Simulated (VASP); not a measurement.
Input of a VASP 6.6.1 run:

Contents of INCAR:

```
SYSTEM = Cl
ALGO     = Normal         ! electronic algorithm
EDIFF    = 1E-6           ! SCF threshold, eV
ENCUT    = 500            ! plane-wave cutoff, eV
GGA      = PE             ! functional
GGA_COMPAT= .FALSE.      
ISIF     = 2              ! what is computed and relaxed
ISMEAR   = 0              ! smearing method
LASPH    = .TRUE.         ! aspherical terms in the spheres
LCHARG   = .FALSE.        ! write CHGCAR
LREAL    = .FALSE.        ! projectors in reciprocal space
LWAVE    = .FALSE.        ! write WAVECAR
NBANDS   = 10             ! bands
NELM     = 120            ! most SCF steps
PREC     = Accurate       ! precision mode
SIGMA    = 0.1            ! smearing width, eV
```

KPOINTS

```
k-points
0
G
  24 16 12
  0 0 0
```

Contents of POSCAR:

```
Cl
1.0
    2.3194254955      0.0000000000      0.0000000000
    0.0000000000      3.6400388059      0.0000000000
    0.0000000000      0.0000000000      3.6526274364
Cl
1
Direct
    0.0000000000      0.0000000000      0.5000000000
```

Potentials or basis: VASP PAW PBE potentials, release 64 (Cl).

The run is started by

```console
$ cat potpaw_PBE.64/Cl/POTCAR > POTCAR
$ mpirun -np 1 vasp_std > vasp.out
```

Predict the band gap on the k mesh.

zero (an odd number of electrons rules out a gap without spin polarisation).

What does it give for the pressure?

-0.1 GPa.

Stress tensor (GPa, compression positive):
```
-0.29  0.00  0.00
 0.00 -0.05  0.00
 0.00  0.00 -0.06
```

Caveat: an odd number of electrons without spin polarisation forces a metal; a magnetic or distorted state may lie lower.
